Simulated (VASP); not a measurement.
Input of a VASP 6.6.1 run:

INCAR

```
PREC = Accurate
ENCUT = 600
EDIFF = 1E-7
ISMEAR = 0
SIGMA = 0.1
LREAL = False
LASPH = True
NELM = 120
ALGO = Normal
ISIF = 3
LWAVE = False
LCHARG = False
GGA = PE
IBRION = 2
NSW = 100
EDIFFG = -0.01
GGA_COMPAT = False
NELMIN = 4
```

KPOINTS

```
Automatic mesh
0
Gamma
  8 8 12
```

File POSCAR:

```
IrO2
1.0
    4.5051000000      0.0000000000      0.0000000000
    0.0000000000      4.5051000000      0.0000000000
    0.0000000000      0.0000000000      3.1586000000
Ir O
2 4
Direct
    0.0000000000      0.0000000000      0.0000000000
    0.5000000000      0.5000000000      0.5000000000
    0.3077000000      0.3077000000      0.0000000000
    0.1923000000      0.8077000000      0.5000000000
    0.6923000000      0.6923000000      0.0000000000
    0.8077000000      0.1923000000      0.5000000000
```

Potentials or basis: VASP PAW PBE potentials, release 64 (Ir, O).

The run is started by

```bash
$ cat potpaw_PBE.64/Ir/POTCAR potpaw_PBE.64/O/POTCAR > POTCAR
$ mpirun -np 1 vasp_std > vasp.out
```

Q: What does it give for the relaxed volume?

A: 10.96 Å³/atom.

Q: Predict the relaxed cell.

A: a = 4.541 Å, b = 4.541 Å, c = 3.188 Å, α = 90.00°, β = 90.00°, γ = 90.00°.

Q: What does it give for the space group after relaxing (to 0.1 Å)?

A: P4_2/mnm (No. 136).

Forces on the atoms (eV/Å):
```
Ir   0.000  0.000  0.000
Ir   0.000  0.000  0.000
O    0.003  0.003  0.000
O   -0.003  0.003  0.000
O   -0.003 -0.003  0.000
O    0.003 -0.003  0.000
```

 PBE usually gives volumes a little too large and moduli too small.
